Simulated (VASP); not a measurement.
# Mn (Im-3m) in VASP: single point with r2SCAN

Aim: the single point of Mn with r2SCAN.

All numbers are computed with VASP 6.6.1; they aren't measurements. Logs are shortened: lines on timing, memory, paths and dates and some standing lists are left out, and cuts for length are marked.

### Step 1. The cell of the first run

The structure is cubic, space group Im-3m (No. 229). The conventional cell has a = 3.081 Å, b = 3.081 Å, c = 3.081 Å, α = 90.00°, β = 90.00°, γ = 90.00°. Within 3.5 Å of Mn (site symmetry m-3m) lie 14 Mn at 2.67 to 3.08 Å.

### Step 2. Single point, r2SCAN, collinear spin, ferromagnetic start

Input file POSCAR:

```
Mn
1.0
   -1.5405000000      1.5405000000      1.5405000000
    1.5405000000     -1.5405000000      1.5405000000
    1.5405000000      1.5405000000     -1.5405000000
Mn
1
Direct
    0.0000000000      0.0000000000      0.0000000000
```

Input file INCAR.step1:

```
ALGO = Normal ; EDIFF = 1E-4
ENCUT = 520 ; GGA = PE
ISMEAR = 1 ; ISPIN = 2
LASPH = T ; LCHARG = F
LMAXMIX = 4 ; LREAL = F
LWAVE = T ; MAGMOM = 4
NBANDS = 16 ; NELM = 150
PREC = Accurate ; SIGMA = 0.01
```

Input file INCAR.step2:

```
ALGO = Normal ; EDIFF = 1E-6
ENCUT = 520 ; ISIF = 2
ISMEAR = 1 ; ISPIN = 2
ISTART = 1 ; LASPH = T
LCHARG = F ; LMAXMIX = 4
LMIXTAU = T ; LORBIT = 11
LREAL = F ; LWAVE = F
MAGMOM = 4 ; METAGGA = R2SCAN
NBANDS = 16 ; NELM = 150
PREC = Accurate ; SIGMA = 0.01
```

Input file KPOINTS:

```
k-points
0
Gamma
  8 8 8
```

Potentials or basis: VASP PAW PBE potentials, release 64 (Mn_pv).

Launch:

```console
cat potpaw_PBE.64/Mn_pv/POTCAR > POTCAR
cp INCAR.step1 INCAR
mpirun -np 1 vasp_std > vasp.out
cp INCAR.step2 INCAR
mpirun -np 1 vasp_std > vasp.out
```

OUTCAR:

```text
EDIFF = 1E-6
   ENCUT = 520
   ISIF = 2
   ISMEAR = 1
   ISPIN = 2
   ISTART = 1
   LASPH = T
   LORBIT = 11
   LREAL = F
   METAGGA = R2SCAN
   NELM = 150
   PREC = Accurate

 ion  position               nearest neighbor table
   1  0.000  0.000  0.000-

  LATTYP: Found a body centered cubic cell.
 ALAT       =     3.0810000000

  Lattice vectors:

 A1 = (  -1.5405000000,   1.5405000000,   1.5405000000)
 A2 = (   1.5405000000,  -1.5405000000,   1.5405000000)
 A3 = (   1.5405000000,   1.5405000000,  -1.5405000000)

Analysis of symmetry for initial positions (statically):
=====================================================================
 Subroutine PRICEL returns:
 Original cell was already a primitive cell.

 Routine SETGRP: Setting up the symmetry group for a
 body centered cubic supercell.

 Subroutine GETGRP returns: Found 48 space group operations
 (whereof 48 operations were pure point group operations)
 out of a pool of 48 trial point group operations.

The static configuration has the point symmetry O_h .

Analysis of symmetry for dynamics (positions and initial velocities):
=====================================================================
 Subroutine PRICEL returns:
 Original cell was already a primitive cell.

 Routine SETGRP: Setting up the symmetry group for a
 body centered cubic supercell.

 Subroutine GETGRP returns: Found 48 space group operations
 (whereof 48 operations were pure point group operations)
 out of a pool of 48 trial point group operations.

The dynamic configuration has the point symmetry O_h .

Analysis of structural, dynamic, and magnetic symmetry:
=====================================================================
 Subroutine PRICEL returns:
 Original cell was already a primitive cell.

 Routine SETGRP: Setting up the symmetry group for a
 body centered cubic supercell.

 Subroutine GETGRP returns: Found 48 space group operations
 (whereof 48 operations were pure point group operations)
 out of a pool of 48 trial point group operations.

The overall configuration has the point symmetry O_h .

 Subroutine INISYM returns: Found 48 space group operations
 (whereof 48 operations are pure point group operations),
 and found     1 'primitive' translations

----------------------------------------------------------------------------------------

                                     Primitive cell

[... 96 lines left out ...]
   POTIM  = 0.5000    time-step for ionic-motion
   TEBEG  =    0.0;   TEEND  =   0.0 temperature during run
   PSTRESS=    0.0 pullay stress
   NELECT =      13.0000    total number of electrons
   NUPDOWN=      -1.0000    fix difference up-down
   EMIN   =  10.00;   EMAX   =-10.00  energy-range for DOS
   EFERMI =   0.00;   METHOD = LEGACY
   ISMEAR =     1;   SIGMA  =   0.01  broadening in eV -4-tet -1-fermi 0-gaus
   EFERMI_NEDOS =   21; number of points for ismear=-14 and -15
   IALGO  =     38    algorithm
   IMIX   =      4    mixing-type and parameters
     AMIX     =   0.40;   BMIX     =  1.00
     AMIX_MAG =   1.60;   BMIX_MAG =  1.00
  volume/ion in A,a.u.               =      14.62        98.68
  Fermi-wavevector in a.u.,A,eV,Ry     =   1.574131  2.974677 33.713725  2.477889
  Thomas-Fermi vector in A             =   2.675311
   LORBIT       =     11    0 simple, 1 ext, 2 COOP (PROOUT), +10 PAW based schemes
   METAGGA = R2SCAN    functional components
   LHFCALC =     F    Hartree Fock is set to
   AEXX    =    0.0000 exact exchange contribution
   IVDW    =     0    specifies the selected vdW correction
   LEPSILON=     F    determine dielectric tensor
   LRPA    =     F    only Hartree local field effects (RPA)
 spin polarized calculation
 Methfessel and Paxton  Order N= 1 SIGMA  =   0.01
  energy-cutoff  :      520.00
  volume of cell :       14.62
 maximum number of plane-waves:       420
   NGX =  9   NGY =  9   NGZ =  9

 number of electron      12.9999990 magnetization       3.8106955

 Free energy of the ion-electron system (eV)
  ---------------------------------------------------
  ext. energy  EPLUGINS =         0.00000000
  ---------------------------------------------------
  free energy    TOTEN  =       -14.56053240 eV

  energy without entropy =      -14.56047407  energy(sigma->0) =      -14.56051296

 E-fermi :   7.3565     XC(G=0): -13.1973

 val. band max:        7.3545310490   @ k =   0.2500   0.2500   0.1250
 cond. band min:       7.4520265717   @ k =   0.2500   0.1250   0.1250
 fundamental gap:      0.0974955228
 Fermi energy:         7.3565450608

 spin component 1

 k-point     1 :       0.0000    0.0000    0.0000
  band No.  band energies     occupation
      1     -44.2774      1.00000
      2     -44.2773      1.00000
      3     -44.2773      1.00000
      4      -0.7453      1.00000
      5       4.4309      1.00000
      6       4.4309      1.00000
[... 435 lines left out ...]
      5       3.6993      1.00000
      6       4.8312      1.00000
[... 8 lines left out ...]
     15      33.5643      0.00000
     16      34.9904      0.00000

 [... further k-points ...]

 spin component 2

 k-point     1 :       0.0000    0.0000    0.0000
  band No.  band energies     occupation
      1     -38.9032      1.00000
      2     -38.9028      1.00000
      3     -38.9028      1.00000
      4      -0.6172      1.00000
      5       9.4413      0.00000
      6       9.4415      0.00000
[... 435 lines left out ...]
      5       7.0060      1.00000
      6       9.5598      0.00000
[... 8 lines left out ...]
     15      37.4722      0.00000
     16      39.7452      0.00000

 [... further k-points ...]
[... 5 lines left out ...]
  --------------------------------------------------------------------------------------
  -------------------------------------------------------------------------------------
  Total        0.8164171      0.8164171      0.8164171     -0.0000000      0.0000000      0.0000000
  in kB       89.4494328     89.4494328     89.4494328     -0.0000000      0.0000000      0.0000000
  external PRESSURE =      89.4494328 kB  Pullay stress =       0.0000000 kB

 VOLUME and BASIS-vectors are now :
 -----------------------------------------------------------------------------
  energy-cutoff  :      520.00
  volume of cell :       14.62
      direct lattice vectors                 reciprocal lattice vectors
    -1.540500000  1.540500000  1.540500000     0.000000000  0.324569945  0.324569945
     1.540500000 -1.540500000  1.540500000     0.324569945  0.000000000  0.324569945
     1.540500000  1.540500000 -1.540500000     0.324569945  0.324569945  0.000000000

 POSITION                                       TOTAL-FORCE (eV/Angst)
 -----------------------------------------------------------------------------------
      0.00000      0.00000      0.00000        -0.000000      0.000000     -0.000000
 -----------------------------------------------------------------------------------
    total drift:                                0.000000      0.000000      0.000000

  FREE ENERGIE OF THE ION-ELECTRON SYSTEM (eV)
  ---------------------------------------------------
  free  energy   TOTEN  =       -14.5605324042 eV

  energy  without entropy=      -14.5604740673  energy(sigma->0) =      -14.56051296

 total charge

# of ion       s       p       d       tot
------------------------------------------
    1        0.363   6.265   4.938  11.566

 magnetization (x)

# of ion       s       p       d       tot
------------------------------------------
    1       -0.007  -0.025   3.810   3.778
```

OUTCAR.step1:

```text
EDIFF = 1E-4
   ENCUT = 520
   GGA = PE
   ISMEAR = 1
   ISPIN = 2
[... 1148 lines left out ...]

 POSITION                                       TOTAL-FORCE (eV/Angst)
 -----------------------------------------------------------------------------------
      0.00000      0.00000      0.00000        -0.000000      0.000000      0.000000
 -----------------------------------------------------------------------------------
    total drift:                                0.000000     -0.000000      0.000000

  FREE ENERGIE OF THE ION-ELECTRON SYSTEM (eV)
  ---------------------------------------------------
  free  energy   TOTEN  =        -8.3233115614 eV

  energy  without entropy=       -8.3233198253  energy(sigma->0) =       -8.32331432
```

OSZICAR.step1:

```text
N       E                     dE             d eps       ncg     rms          rms(c)
DAV:   1     0.921218645634E+02    0.92122E+02   -0.73396E+03  1856   0.101E+03
DAV:   2    -0.691729968583E+01   -0.99039E+02   -0.93926E+02  2008   0.269E+02
DAV:   3    -0.902202480239E+01   -0.21047E+01   -0.21012E+01  2216   0.424E+01
DAV:   4    -0.903347669332E+01   -0.11452E-01   -0.11452E-01  2200   0.311E+00
DAV:   5    -0.903359882225E+01   -0.12213E-03   -0.12213E-03  2256   0.313E-01    0.123E+01
DAV:   6    -0.832216994514E+01    0.71143E+00   -0.26416E+00  2296   0.275E+01    0.542E+00
DAV:   7    -0.831938296791E+01    0.27870E-02   -0.25682E-01  2320   0.715E+00    0.230E+00
DAV:   8    -0.832495294210E+01   -0.55700E-02   -0.67356E-03  2136   0.737E-01    0.109E+00
DAV:   9    -0.832122073182E+01    0.37322E-02   -0.38108E-03  2256   0.661E-01    0.569E-01
DAV:  10    -0.832302807677E+01   -0.18073E-02   -0.31094E-04  2176   0.185E-01    0.178E-01
DAV:  11    -0.832328922056E+01   -0.26114E-03   -0.12708E-04  2168   0.985E-02    0.888E-02
DAV:  12    -0.832331156141E+01   -0.22341E-04   -0.44270E-05  1344   0.666E-02
   1 F= -.83233116E+01 E0= -.83233143E+01  d E =0.826391E-05  mag=     2.6447
```

It took 48 s on 1 thread of Intel Xeon Platinum 8259CL at 2.50GHz (Skylake/Cascade Lake), shared host; peak memory 0.14 GiB.

What came out:

| Quantity | Value |
| --- | --- |
| Free energy | -14.5605 eV |
| Pressure | 8.9 GPa |
| Net moment | 3.81 μB per cell |
| Site moments | Mn +3.78 μB |
| Valence electrons inside the program's atomic spheres | Mn 11.57 |

Levels at points of the mesh, in eV from the Fermi level:
Spin up:
| k point | band 5 | band 6 | band 7 | band 8 | band 9 | band 10 | band 11 | band 12 |
| --- | --- | --- | --- | --- | --- | --- | --- | --- |
| (0.00, 0.00, 0.00) | -2.93 | -2.93 | -2.93 | -1.58 | -1.58 | 21.24 | 21.24 | 21.24 |
| (0.50, 0.00, 0.00) | -3.80 | -1.65 | -1.45 | -0.69 | -0.12 | 5.31 | 15.61 | 16.43 |
| (0.50, 0.50, 0.50) | -4.63 | -0.91 | -0.91 | -0.91 | 7.75 | 7.75 | 7.75 | 13.49 |
Spin down:
| k point | band 2 | band 3 | band 4 | band 5 | band 6 | band 7 | band 8 | band 9 |
| --- | --- | --- | --- | --- | --- | --- | --- | --- |
| (0.00, 0.00, 0.00) | -46.26 | -46.26 | -7.97 | 2.08 | 2.08 | 2.08 | 3.30 | 3.30 |
| (0.50, 0.00, 0.00) | -46.37 | -46.26 | -2.27 | -0.04 | 0.71 | 3.39 | 3.62 | 4.80 |
| (0.50, 0.50, 0.50) | -46.49 | -46.49 | -1.70 | -1.70 | 4.51 | 4.51 | 4.51 | 9.31 |

Caveat: the k points lie up to 0.36 Å⁻¹ apart; the PAW data sets were made with another functional, which shifts forces and pressure a little.
